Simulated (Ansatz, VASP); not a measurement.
## Rb: VASP beside Ansatz

INCAR

```
PREC = Accurate
ENCUT = 520
EDIFF = 1E-6
ISMEAR = 0
SIGMA = 0.1
LREAL = F
LASPH = T
NELM = 100
ALGO = Fast
ISIF = 2
LWAVE = F
LCHARG = F
GGA = PE
NBANDS = 10
```

KPOINTS

```
Automatic mesh
0
Gamma
  10 10 10
```

Contents of POSCAR:

```
Rb
1.0
   -2.7472750721      2.7472750721      2.7472750721
    2.7472750721     -2.7472750721      2.7472750721
    2.7472750721      2.7472750721     -2.7472750721
Rb
1
Direct
    0.0000000000      0.0000000000      0.0000000000
```

Input for Ansatz:

```yaml
crystal:
  lattice:
    - [-2.7472750721, 2.7472750721, 2.7472750721]
    - [2.7472750721, -2.7472750721, 2.7472750721]
    - [2.7472750721, 2.7472750721, -2.7472750721]
  atoms:
    - { symbol: Rb, position: [0.0, 0.0, 0.0] }
basis:
  ecutwfc: 600.0
kpoints:
  mp_grid: { grid: [10, 10, 10] }
hamiltonian:
  xc: pbe
  pseudopotentials: { kind: paw }
scf:
  occupations: { method: gaussian, width: 0.1 }
output:
  forces: true
  stress: true
  eigenvalues: true
```

Alike in both runs: task single point; functional PBE; k mesh 10 × 10 × 10; occupations gaussian, width 0.1 eV; no spin polarisation.

```csv
,VASP,Ansatz
version,VASP 6.6.1,Ansatz 0.2.0
potentials or method,"VASP PAW PBE potentials, release 64 (Rb_sv), cutoff 520 eV","scalar-relativistic, plane waves, PAW"
valence electrons in the cell,9,9
```

|  | VASP | Ansatz | Ansatz less VASP |
| --- | --- | --- | --- |
| gap on the k mesh at the Fermi level (eV) | none | none | - |
| pressure (GPa) | 0.3 | 0.3 | 0.00 |

A gap of «none» marks a metal or a gap that the smearing closes.
